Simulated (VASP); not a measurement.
Ge, 4 atoms in the cell. Symmetry: P6_3/mmc, No. 194, hexagonal system. The conventional cell has a = 3.971 Å, b = 3.971 Å, c = 6.555 Å, α = 90.00°, β = 90.00°, γ = 120.00°. Within 3.2 Å of Ge (site symmetry 3m) lie 4 Ge at 2.44 to 2.45 Å.  This cell differs from its parent crystal: volume scaled by 0.98.

| Item | Value |
| --- | --- |
| Program | VASP 6.6.1 |
| Task | single point |
| Functional | PBEsol |
| Potentials or basis | VASP PAW PBE potentials, release 64 (Ge_d) |
| Cutoff | 520 eV |
| k mesh | 11 × 11 × 6 |
| Occupations | fermi-dirac, width 0.05 eV |
| Spin | no spin polarisation |
| Dipole correction | no |
| Further INCAR settings | ALGO = Normal; EDIFF = 1e-06; NBANDS = 36 |

Potentials or basis: VASP PAW PBE potentials, release 64 (Ge_d).

Run with:

```sh
$ cat potpaw_PBE.64/Ge_d/POTCAR > POTCAR
$ mpirun -np 1 vasp_std > vasp.out
```

Hardware: 1 thread of Intel(R) Xeon(R) Platinum 8488C (Sapphire Rapids), with other jobs on the host.

Task: How long does it take, and how much memory?

Result: Wall time 2.8 min on 1 thread of Intel(R) Xeon(R) Platinum 8488C (Sapphire Rapids), on a shared host, peak memory 0.28 GiB. Counts: scf iterations 12, k points 64.
